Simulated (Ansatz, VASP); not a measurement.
# Te2Mo: VASP beside Ansatz

```xyz
6
Lattice="3.6799 0.0000 0.0000 -1.8400 3.1869 0.0000 0.0000 0.0000 14.7281" Properties=species:S:1:pos:R:3 pbc="T T T"
Te    0.0000    2.1246    9.2929
Te    1.8400    1.0623    1.9289
Te    0.0000    2.1246   12.7992
Te    1.8400    1.0623    5.4352
Mo    0.0000    2.1246    3.6820
Mo    1.8400    1.0623   11.0461
```

Change from the starting cell: hydrostatic strain +3.9%.

Alike in both runs: task single point; functional PBE; k mesh 12 × 12 × 2; occupations fermi-dirac, width 0.02 eV; no spin polarisation.

|  | VASP | Ansatz |
| --- | --- | --- |
| version | VASP 6.6.1 | Ansatz 0.2.0 |
| potentials or method | VASP PAW PBE potentials, release 64 (Te, Mo_sv) | plane waves, PAW |
| plane-wave cutoff (eV) | 520 | 420 |
| valence electrons in the cell | 52 | 92 |

Ansatz gave:

| Quantity | Value |
| --- | --- |
| pressure (GPa) | -2.2 |
| traceless stress, the component that is largest in VASP (GPa) | 3.25 |
| rms of the force components (eV/Å) | 0.072 |

Question: What did VASP give for the same quantities?

Answer: Pressure (GPa): -2.1; traceless stress, the component that is largest in VASP (GPa): 3.30; rms of the force components (eV/Å): 0.079.

Atom by atom the forces differ by 0.008 eV/Å (rms over components). The functional is the same, so the differences come from potentials, cutoffs and numerics. VASP's potentials hold 52 valence electrons a cell and Ansatz's 92, so a difference there can come from the potentials and not from the codes.

Spin-orbit coupling is off throughout.
